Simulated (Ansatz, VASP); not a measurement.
# Two plane-wave programs on ScAl2

```
Sc Al
1.0
     0.00000    3.64693    3.64693
     3.64693    0.00000    3.64693
     3.64693    3.64693    0.00000
Sc Al
2 4
Direct
  0.50000 0.50000 0.50000
  0.75000 0.75000 0.75000
  0.12500 0.12500 0.12500
  0.62500 0.12500 0.12500
  0.12500 0.62500 0.12500
  0.12500 0.12500 0.62500
```

Alike in both runs: task single point; functional PBEsol; k mesh 8 × 8 × 8; occupations gaussian, width 0.1 eV; no spin polarisation.

```csv
,VASP,Ansatz
version,VASP 6.6.1,Ansatz 0.2.0
potentials or method,"VASP PAW PBE potentials, release 64 (Sc_sv, Al), cutoff 520 eV","scalar-relativistic, plane waves, PAW"
valence electrons in the cell,34,34
```

|  | VASP | Ansatz | Ansatz less VASP |
| --- | --- | --- | --- |
| gap on the k mesh at the Fermi level (eV) | none | none | - |
| pressure (GPa) | 10.7 | 10.5 | -0.21 |

VASP's potentials were made for PBE, not for PBEsol. A gap of «none» marks a metal or a gap that the smearing closes.
